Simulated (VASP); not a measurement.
# MgS in VASP: notebook

Runs on MgS. Level: HSE06. Tasks: single point.

Everything below comes from runs of VASP 6.6.1. Logs are shortened: lines on timing, memory, paths and dates and some standing lists are left out, and cuts for length are marked.

### 1 The cell of the first run

The structure is cubic, space group F-43m (No. 216). Conventional cell: a = 5.662 Å, b = 5.662 Å, c = 5.662 Å, α = 90.00°, β = 90.00°, γ = 90.00°. Within 3.2 Å of Mg (site symmetry -43m) lie 4 S at 2.45 Å. S (site symmetry -43m) has 4 Mg at 2.45 Å within 3.2 Å.

### 2 Single point, HSE06

POSCAR

```
MgS
1.0
    0.0000000000      2.8308768404      2.8308768404
    2.8308768404      0.0000000000      2.8308768404
    2.8308768404      2.8308768404      0.0000000000
Mg S
1 1
Direct
    0.0000000000      0.0000000000      0.0000000000
    0.2500000000      0.2500000000      0.2500000000
```

INCAR.step1

```
PREC     = Accurate       # precision mode
ENCUT    = 520            # plane-wave cutoff, eV
EDIFF    = 1E-5           # SCF threshold, eV
ISMEAR   = 0              # smearing method
SIGMA    = 0.01           # smearing width, eV
LREAL    = False          # projectors in reciprocal space
LASPH    = True           # aspherical terms in the spheres
NELM     = 80             # most SCF steps
ALGO     = Normal         # electronic algorithm
ISIF     = 2              # what is computed and relaxed
LWAVE    = True           # write WAVECAR
LCHARG   = False          # write CHGCAR
GGA      = PE             # functional
NBANDS   = 11             # bands
```

INCAR.step2

```
PREC     = Accurate       # precision mode
ENCUT    = 520            # plane-wave cutoff, eV
EDIFF    = 1E-6           # SCF threshold, eV
ISMEAR   = 0              # smearing method
SIGMA    = 0.01           # smearing width, eV
LREAL    = False          # projectors in reciprocal space
LASPH    = True           # aspherical terms in the spheres
NELM     = 80             # most SCF steps
ALGO     = Normal         # electronic algorithm
ISIF     = 2              # what is computed and relaxed
LWAVE    = False          # write WAVECAR
LCHARG   = False          # write CHGCAR
GGA      = PE             # functional
LHFCALC  = True           # exact exchange
HFSCREEN = 0.2079         # screening, 1/A
PRECFOCK = Normal       
ISTART   = 1            
NBANDS   = 11             # bands
```

KPOINTS

```
Automatic mesh
0
Gamma
  6 6 6
```

Potentials or basis: VASP PAW PBE potentials, release 64 (Mg, S).

Started as:

```sh
cat potpaw_PBE.64/Mg/POTCAR potpaw_PBE.64/S/POTCAR > POTCAR
cp INCAR.step1 INCAR
mpirun -np 1 vasp_std > vasp.out
cp INCAR.step2 INCAR
mpirun -np 1 vasp_std > vasp.out
```

OUTCAR:

```text
PREC = Accurate
   ENCUT = 520
   EDIFF = 1E-6
   ISMEAR = 0
   LREAL = False
   LASPH = True
   NELM = 80
   ISIF = 2
   GGA = PE
   LHFCALC = True
   HFSCREEN = 0.2079
   PRECFOCK = Normal
   ISTART = 1

 ion  position               nearest neighbor table
   1  0.000  0.000  0.000-   2 2.45   2 2.45   2 2.45   2 2.45
   2  0.250  0.250  0.250-   1 2.45   1 2.45   1 2.45   1 2.45

  LATTYP: Found a face centered cubic cell.
 ALAT       =     5.6617536808

  Lattice vectors:

 A1 = (   0.0000000000,   2.8308768404,   2.8308768404)
 A2 = (   2.8308768404,   0.0000000000,   2.8308768404)
 A3 = (   2.8308768404,   2.8308768404,   0.0000000000)

Analysis of symmetry for initial positions (statically):
=====================================================================
 Subroutine PRICEL returns:
 Original cell was already a primitive cell.

 Routine SETGRP: Setting up the symmetry group for a
 face centered cubic supercell.

 Subroutine GETGRP returns: Found 24 space group operations
 (whereof 24 operations were pure point group operations)
 out of a pool of 48 trial point group operations.

The static configuration has the point symmetry T_d .

Analysis of symmetry for dynamics (positions and initial velocities):
=====================================================================
 Subroutine PRICEL returns:
 Original cell was already a primitive cell.

 Routine SETGRP: Setting up the symmetry group for a
 face centered cubic supercell.

 Subroutine GETGRP returns: Found 24 space group operations
 (whereof 24 operations were pure point group operations)
 out of a pool of 48 trial point group operations.

The dynamic configuration has the point symmetry T_d .

 Subroutine INISYM returns: Found 24 space group operations
 (whereof 24 operations are pure point group operations),
 and found     1 'primitive' translations

----------------------------------------------------------------------------------------

                                     Primitive cell

  volume of cell :      45.3725

  direct lattice vectors                    reciprocal lattice vectors
     0.000000000  2.830876840  2.830876840    -0.176623721  0.176623721  0.176623721
     2.830876840  0.000000000  2.830876840     0.176623721 -0.176623721  0.176623721
     2.830876840  2.830876840  0.000000000     0.176623721  0.176623721 -0.176623721

  length of vectors
[... 89 lines left out ...]
   EFERMI_NEDOS =   21; number of points for ismear=-14 and -15
   IALGO  =     38    algorithm
   IMIX   =      1    mixing-type and parameters
     AMIX     =   0.40;   BMIX     =  1.00
     AMIX_MAG =   1.60;   BMIX_MAG =  1.00
  volume/ion in A,a.u.               =      22.69       153.09
  Fermi-wavevector in a.u.,A,eV,Ry     =   0.917995  1.734760 11.465842  0.842716
  Thomas-Fermi vector in A             =   2.043027
   LORBIT       =      0    0 simple, 1 ext, 2 COOP (PROOUT), +10 PAW based schemes
   GGA     = PE    functional components
   LHFCALC =     T    Hartree Fock is set to
   PRECFOCK=normal    Normal, Fast or Accurate (Low or Medium for compatibility)
   ENCUT4O =  -1.0   cutoff for four orbital integrals eV
   NKREDX  =     1    reduce k-point grid by
   NKREDY  =     1    reduce k-point grid by
   NKREDZ  =     1    reduce k-point grid by
   AEXX    =    0.2500 exact exchange contribution
   HFSCREEN=    0.2079 screening length (either q_TF or 0.3 A-1)
   HFSCREENC=   0.2079 screening length for correlation (either q_TF or 0.3 A-1)
   ENCUTFOCK=  -1.0 apply spherical cutoff to Coloumb kernel
   IVDW    =     0    specifies the selected vdW correction
   LEPSILON=     F    determine dielectric tensor
   LRPA    =     F    only Hartree local field effects (RPA)
 non-spin polarized calculation
 Gauss-broadening in eV      SIGMA  =   0.01
  energy-cutoff  :      520.00
  volume of cell :       45.37
 maximum number of plane-waves:      1243
 NGX is ok and might be reduce to    30
  NGX = 24; NGY = 24; NGZ = 24

 number of electron       8.0000001 magnetization

 Free energy of the ion-electron system (eV)
  ---------------------------------------------------
  ext. energy  EPLUGINS =         0.00000000
  ---------------------------------------------------
  free energy    TOTEN  =        -9.84573709 eV

  energy without entropy =       -9.84573709  energy(sigma->0) =       -9.84573709

 E-fermi :   0.3879     XC(G=0):  -7.0199

 val. band max:        0.3307664804   @ k =   0.0000   0.0000   0.0000
 cond. band min:       4.8418225655   @ k =   0.0000   0.0000   0.0000
 fundamental gap:      4.5110560851
 Fermi energy:         0.3878946544

 k-point     1 :       0.0000    0.0000    0.0000
  band No.  band energies     occupation
      1     -12.0926      2.00000
      2       0.3308      2.00000
      3       0.3308      2.00000
      4       0.3308      2.00000
      5       4.8418      0.00000
      6       9.5147      0.00000
      7       9.5147      0.00000
      8       9.5147      0.00000
      9      12.5286      0.00000
     10      12.5286      0.00000
     11      15.3764      0.00000
[... 197 lines left out ...]
 k-point    16 :      -0.3333    0.5000    0.1667
  band No.  band energies     occupation
      1     -11.0917      2.00000
      2      -2.3840      2.00000
      3      -1.3550      2.00000
      4      -1.0199      2.00000
      5       6.3311      0.00000
      6       8.3500      0.00000
      7      11.0241      0.00000
      8      11.0765      0.00000
      9      14.3508      0.00000
     10      15.6753      0.00000
     11      15.7944      0.00000

------------------------ aborting loop because EDIFF is reached ----------------------------------------

  FORCE on cell =-STRESS in cart. coord.  units (eV):
  Direction    XX          YY          ZZ          XY          YZ          ZX
  --------------------------------------------------------------------------------------
  -------------------------------------------------------------------------------------
  Total       -0.0379419     -0.0379419     -0.0379419      0.0000000      0.0000000      0.0000000
  in kB       -1.3397896     -1.3397896     -1.3397896      0.0000000      0.0000000      0.0000000
  external PRESSURE =      -1.3397896 kB  Pullay stress =       0.0000000 kB

 VOLUME and BASIS-vectors are now :
 -----------------------------------------------------------------------------
  energy-cutoff  :      520.00
  volume of cell :       45.37
      direct lattice vectors                 reciprocal lattice vectors
     0.000000000  2.830876840  2.830876840    -0.176623721  0.176623721  0.176623721
     2.830876840  0.000000000  2.830876840     0.176623721 -0.176623721  0.176623721
     2.830876840  2.830876840  0.000000000     0.176623721  0.176623721 -0.176623721

 POSITION                                       TOTAL-FORCE (eV/Angst)
 -----------------------------------------------------------------------------------
      0.00000      0.00000      0.00000        -0.000000     -0.000000     -0.000000
      1.41544      1.41544      1.41544         0.000000      0.000000      0.000000
 -----------------------------------------------------------------------------------
    total drift:                                0.000000      0.000001      0.000001

  FREE ENERGIE OF THE ION-ELECTRON SYSTEM (eV)
  ---------------------------------------------------
  free  energy   TOTEN  =        -9.8457370858 eV

  energy  without entropy=       -9.8457370858  energy(sigma->0) =       -9.84573709
```

It took 12 min on 1 thread of AMD EPYC 7R43 (Zen 3), shared host; peak memory 0.26 GiB.

What came out:

```yaml
Free_energy: -9.8457 eV
Pressure: -0.1 GPa
Band_gap_on_the_k_mesh: 4.51 eV, direct
```

Caveat: the PAW data sets were made with another functional, which shifts forces and pressure a little.

### 3 Single point, HSE06 (uniaxial z strain -2.0%)

POSCAR

```
MgS
1.0
    0.0000000000      2.8308768404      2.7742593036
    2.8308768404      0.0000000000      2.7742593036
    2.8308768404      2.8308768404      0.0000000000
Mg S
1 1
Direct
    0.0000000000      0.0000000000      0.0000000000
    0.2500000000      0.2500000000      0.2500000000
```

INCAR.step1

```
SYSTEM = MgS
PREC     = Accurate       ! precision mode
ENCUT    = 520            ! plane-wave cutoff, eV
EDIFF    = 1E-5           ! SCF threshold, eV
ISMEAR   = 0              ! smearing method
SIGMA    = 0.01           ! smearing width, eV
LREAL    = .FALSE.        ! projectors in reciprocal space
LASPH    = .TRUE.         ! aspherical terms in the spheres
NELM     = 60             ! most SCF steps
ALGO     = Normal         ! electronic algorithm
ISIF     = 2              ! what is computed and relaxed
LWAVE    = .TRUE.         ! write WAVECAR
NBANDS   = 11             ! bands
GGA      = PE             ! functional
```

INCAR.step2

```
SYSTEM = MgS
PREC     = Accurate       ! precision mode
ENCUT    = 520            ! plane-wave cutoff, eV
EDIFF    = 1E-6           ! SCF threshold, eV
ISMEAR   = 0              ! smearing method
SIGMA    = 0.01           ! smearing width, eV
LREAL    = .FALSE.        ! projectors in reciprocal space
LASPH    = .TRUE.         ! aspherical terms in the spheres
NELM     = 60             ! most SCF steps
ALGO     = Normal         ! electronic algorithm
ISIF     = 2              ! what is computed and relaxed
LWAVE    = .FALSE.        ! write WAVECAR
LCHARG   = .TRUE.         ! write CHGCAR
GGA      = PE             ! functional
LHFCALC  = .TRUE.         ! exact exchange
HFSCREEN = 0.2079         ! screening, 1/A
PRECFOCK = Normal       
LELF     = .TRUE.         ! ELF
LVHAR    = .TRUE.       
NBANDS   = 11             ! bands
ISTART   = 1
```

KPOINTS

```
Automatic mesh
0
G
  6 6 6
  0 0 0
```

Potentials or basis: VASP PAW PBE potentials, release 64 (Mg, S).

Started as:

```sh
cat potpaw_PBE.64/Mg/POTCAR potpaw_PBE.64/S/POTCAR > POTCAR
cp INCAR.step1 INCAR
mpirun -np 1 vasp_std > vasp.out
cp INCAR.step2 INCAR
mpirun -np 1 vasp_std > vasp.out
```

Wall time 22 min (1 thread of AMD EPYC 7R43 (Zen 3), shared host); peak memory 0.26 GiB.

Results (log left out):

```yaml
Free_energy: -9.8421 eV
Pressure: 1.1 GPa
Band_gap_on_the_k_mesh: 4.58 eV, direct
```

Stress tensor (GPa, compression positive):
```
0.97 0.00 0.00
0.00 0.97 0.00
0.00 0.00 1.38
```

Levels at points of the mesh, in eV from the valence-band top:
| k point | band 1 | band 2 | band 3 | band 4 | band 5 | band 6 | band 7 | band 8 | band 9 |
| --- | --- | --- | --- | --- | --- | --- | --- | --- | --- |
| (0.00, 0.00, 0.00) | -12.53 | -0.05 | -0.05 | 0.00 | 4.58 | 9.20 | 9.20 | 9.22 | 12.03 |
| (0.50, 0.00, 0.00) | -11.75 | -3.50 | -0.46 | -0.35 | 6.26 | 8.72 | 8.94 | 9.92 | 14.37 |
| (0.50, 0.50, 0.00) | -11.47 | -3.08 | -1.26 | -1.26 | 4.78 | 6.64 | 12.97 | 13.83 | 13.83 |
| (0.50, 0.00, 0.50) | -11.51 | -3.18 | -1.16 | -1.15 | 4.82 | 6.79 | 12.72 | 13.71 | 14.14 |

Caveat: the cell differs from its parent crystal (uniaxial z strain -2.0%); the PAW data sets were made with another functional, which shifts forces and pressure a little. A k mesh can miss the band edges.

### 4 Single point, HSE06 (epitaxial 111 strain +1.5%)

POSCAR

```
MgS
1.0
   -0.0497710720      2.8235689209      2.8235689209
    2.8235689209     -0.0497710720      2.8235689209
    2.8235689209      2.8235689209     -0.0497710720
Mg S
1 1
Direct
   -0.0016387840     -0.0016387840     -0.0016387840
    0.2516387840      0.2516387840      0.2516387840
```

INCAR.step1

```
SYSTEM = MgS
PREC = Accurate
ENCUT = 520
EDIFF = 1E-5
ISMEAR = 0
SIGMA = 0.01
LREAL = .False.
LASPH = .True.
NELM = 80
ALGO = Normal
ISIF = 2
LWAVE = .True.
LCHARG = .False.
GGA = PE
NBANDS = 11
```

INCAR.step2

```
SYSTEM = MgS
PREC = Accurate
ENCUT = 520
EDIFF = 1E-6
ISMEAR = 0
SIGMA = 0.01
LREAL = .False.
LASPH = .True.
NELM = 80
ALGO = Normal
ISIF = 2
LWAVE = .False.
LCHARG = .False.
GGA = PE
LHFCALC = .True.
HFSCREEN = 0.2079
PRECFOCK = Normal
ISTART = 1
NBANDS = 11
```

KPOINTS

```
regular mesh
0
Gamma
  6 6 6
  0 0 0
```

Started as:

```sh
cat potpaw_PBE.64/Mg/POTCAR potpaw_PBE.64/S/POTCAR > POTCAR
cp INCAR.step1 INCAR
mpirun -np 1 vasp_std > vasp.out
cp INCAR.step2 INCAR
mpirun -np 1 vasp_std > vasp.out
```

It used 2400 s of CPU time on 1 thread of AMD EPYC 7R13 Processor (Zen 3) (shared host).

Results (log left out):

```
Free energy            : -9.8382 eV
Pressure               : -1.2 GPa
Largest force          : 0.003 eV/Å
Band gap on the k mesh : 4.30 eV, direct
```

Forces on the atoms (eV/Å):
```
Mg   0.002  0.002  0.002
S   -0.002 -0.002 -0.002
```

Stress tensor (GPa, compression positive):
```
-1.21  0.54  0.54
 0.54 -1.21  0.54
 0.54  0.54 -1.21
```

Levels at points of the mesh, in eV from the valence-band top:
```
           k point  band 1  band 2  band 3  band 4  band 5  band 6  band 7  band 8
(0.00, 0.00, 0.00)  -12.46   -0.15   -0.15    0.00    4.30    8.91    8.91    9.28
(0.50, 0.00, 0.00)  -11.75   -3.44   -0.46   -0.38    6.09    8.65    8.84    9.64
(0.50, 0.50, 0.00)  -11.50   -3.10   -1.28   -1.13    4.76    6.62   12.31   13.45
(0.50, 0.50, 0.50)  -11.69   -3.38   -0.54   -0.54    5.94    8.55    8.55    9.66
```

Caveat: the cell differs from its parent crystal (epitaxial 111 strain +1.5%); the PAW data sets were made with another functional, which shifts forces and pressure a little. A k mesh can miss the band edges.

### 5 Summary

```tsv
cell	gap on the mesh (eV)	pressure (GPa)
a = 4.003 Å, angles 60.0°, 2 atoms	4.51	-0.1
a = 3.964, b = 3.964, c = 4.003 Å, angles 59.7, 59.7, 60.7°, 2 atoms	4.58	1.1
a = 3.993 Å, angles 61.2°, 2 atoms	4.30	-1.2
```

Alike in all rows: task single point; level HSE06; potentials or basis VASP PAW PBE potentials, release 64 (Mg, S); no spin polarisation; k mesh 6 × 6 × 6; cutoff (eV) 520; smearing gaussian 0.01 eV.

Caveats: the PAW data sets were made with another functional, which shifts forces and pressure a little.

Total energies depend on the potentials used, so only differences within one code and one set of settings carry meaning.
